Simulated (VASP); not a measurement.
Set up this calculation in VASP 6.6.1, as the native input.

```
Task                   : single point
Functional             : r2SCAN
Potentials or basis    : VASP PAW PBE potentials, release 64 (Ti_sv, Te)
Cutoff                 : 550 eV
k mesh                 : 6 × 6 × 2
Occupations            : fermi-dirac, width 0.1 eV
Spin                   : collinear spin
Starting moments       : [1.1, -1.1, 0.0, 0.0, 0.0, 0.0] μB
Hubbard terms          : Ti d U = 3.0 eV
Dipole correction      : no
Further INCAR settings : ALGO = Normal; EDIFF = 1e-06; NBANDS = 37; ISYM = 0
```

The system is TiTe2.

```
CELL_PARAMETERS angstrom
3.77400 0.00000 0.00000
-1.88700 3.26838 0.00000
0.00000 0.00000 13.07800
ATOMIC_POSITIONS crystal
Ti 0.00000 0.00000 0.00000
Ti 0.00000 0.00000 0.50000
Te 0.33333 0.66667 0.12500
Te 0.33333 0.66667 0.62500
Te 0.66667 0.33333 0.37500
Te 0.66667 0.33333 0.87500
```

These files were run (other wordings do the same):

POSCAR

```
TiTe2
1.0
    3.7740000500      0.0000000000      0.0000000000
   -1.8870000300      3.2683799200      0.0000000000
    0.0000000000      0.0000000000     13.0780000000
Ti Te
2 4
Direct
    0.0000000000      0.0000000000      0.0000000000
    0.0000000000      0.0000000000      0.5000000000
    0.3333333300      0.6666666700      0.1250000000
    0.3333333300      0.6666666700      0.6250000000
    0.6666666700      0.3333333300      0.3750000000
    0.6666666700      0.3333333300      0.8750000000
```

INCAR.step1

```
SYSTEM = TiTe2
PREC     = Accurate       ! precision mode
ENCUT    = 550            ! plane-wave cutoff, eV
ISMEAR   = -1             ! smearing method
SIGMA    = 0.1            ! smearing width, eV
LREAL    = .FALSE.        ! projectors in reciprocal space
LASPH    = .TRUE.         ! aspherical terms in the spheres
NELM     = 200            ! most SCF steps
ISPIN    = 2              ! spin polarisation
MAGMOM   = 1.1 -1.1 0 0 0 0 ! initial moments
LMAXMIX  = 4              ! l up to which the mixer works
LDAU     = .TRUE.         ! DFT+U
LDAUTYPE = 2            
LDAUL    = 2 -1           ! shell
LDAUU    = 3 0            ! U, eV
LDAUJ    = 0 0          
ISYM     = 0            
NBANDS   = 37             ! bands
GGA      = PE             ! functional
ALGO     = Normal         ! electronic algorithm
EDIFF    = 1E-5           ! SCF threshold, eV
LWAVE    = .TRUE.         ! write WAVECAR
LCHARG   = .FALSE.        ! write CHGCAR
GGA_COMPAT= .FALSE.
```

INCAR.step2

```
SYSTEM = TiTe2
PREC     = Accurate       ! precision mode
ENCUT    = 550            ! plane-wave cutoff, eV
EDIFF    = 1E-6           ! SCF threshold, eV
ISMEAR   = -1             ! smearing method
SIGMA    = 0.1            ! smearing width, eV
LREAL    = .FALSE.        ! projectors in reciprocal space
LASPH    = .TRUE.         ! aspherical terms in the spheres
NELM     = 200            ! most SCF steps
ALGO     = Normal         ! electronic algorithm
ISIF     = 2              ! what is computed and relaxed
LWAVE    = .FALSE.        ! write WAVECAR
LCHARG   = .TRUE.         ! write CHGCAR
ISPIN    = 2              ! spin polarisation
MAGMOM   = 1.1 -1.1 0 0 0 0 ! initial moments
LORBIT   = 11             ! projections on sites
LMAXMIX  = 4              ! l up to which the mixer works
LDAU     = .TRUE.         ! DFT+U
LDAUTYPE = 2            
LDAUL    = 2 -1           ! shell
LDAUU    = 3 0            ! U, eV
LDAUJ    = 0 0          
LDAUPRINT= 1            
METAGGA  = R2SCAN         ! meta-GGA
LMIXTAU  = .TRUE.       
LELF     = .TRUE.         ! ELF
LVHAR    = .TRUE.       
ISYM     = 0            
NBANDS   = 37             ! bands
ISTART   = 1            
GGA_COMPAT= .FALSE.
```

KPOINTS

```
Automatic mesh
0
G
  6 6 2
  0 0 0
```

Potentials or basis: VASP PAW PBE potentials, release 64 (Ti_sv, Te).

Command:

```sh
$ cat potpaw_PBE.64/Ti_sv/POTCAR potpaw_PBE.64/Te/POTCAR > POTCAR
$ cp INCAR.step1 INCAR
$ mpirun -np 1 vasp_std > vasp.out
$ cp INCAR.step2 INCAR
$ mpirun -np 1 vasp_std > vasp.out
```

Results of the run:

The pressure is 6.0 GPa, the largest force is 0.811 eV/Å and the band gap on the k mesh is zero (filled and empty bands overlap). The net moment is 0.00 μB per cell and the valence electrons inside the program's atomic spheres are Ti 10.09; Te 3.52.

Caveat: the cell stands under pressure; the PAW data sets were made with another functional, which shifts forces and pressure a little; spin-orbit coupling is left out, which moves the levels of the heavy elements; the U is typed as a test and isn't derived for this compound.

Wall time 46 min on 1 thread of Intel(R) Xeon(R) Platinum 8375C CPU @ 2.90GHz (Ice Lake) (shared host), peak memory 0.63 GiB.
